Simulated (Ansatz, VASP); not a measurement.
# Ti in VASP and in Ansatz

```xyz
1
Lattice="-1.6574 1.6574 1.6410 1.6574 -1.6574 1.6410 1.6574 1.6574 -1.6410" Properties=species:S:1:pos:R:3 pbc="T T T"
Ti    0.0000    0.0000    0.0000
```

Change from the starting cell: equal xx and yy strain of +1 %, crystal datasets.

Alike in both runs: task electric field gradients; functional PBE; k mesh 14 × 14 × 14; occupations fermi-dirac, width 0.05 eV; no spin polarisation.

|  | VASP | Ansatz |
| --- | --- | --- |
| version | VASP 6.6.1 | Ansatz 0.2.0 |
| potentials or method | VASP PAW PBE potentials, release 64 (Ti_sv), cutoff 520 eV | all-electron PAW with datasets made for the crystal, scalar-relativistic |

```tsv
	VASP	Ansatz	Ansatz less VASP
pressure (GPa)	-4.5	-4.3	+0.19
traceless stress, the component that is largest in VASP (GPa)	-0.21	-0.21	0.000
```

Ansatz ran all-electron here, and VASP with PAW potentials.
